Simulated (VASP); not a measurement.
Here is a VASP 6.6.1 calculation.

INCAR

```
PREC = Accurate
ENCUT = 520
EDIFF = 1E-7
ISMEAR = -1
SIGMA = 0.1
LREAL = False
LASPH = True
NELM = 60
ALGO = Normal
ISIF = 2
LWAVE = False
LCHARG = False
NBANDS = 8
```

KPOINTS

```
Automatic mesh
0
Gamma
  13 13 13
```

Contents of POSCAR:

```
Sb
1.0
    0.0000000000      2.4327149771      2.4327149771
    2.4327149771      0.0000000000      2.4327149771
    2.4327149771      2.4327149771      0.0000000000
Sb
1
Direct
    0.0000000000      0.0000000000      0.0000000000
```

Potentials or basis: VASP PAW LDA potentials, release 64 (Sb).

Command:

```sh
$ cat potpaw_LDA.64/Sb/POTCAR > POTCAR
$ mpirun -np 1 vasp_std > vasp.out
```

**Question.** What does it give for the pressure?

**Answer.** -6.0 GPa.
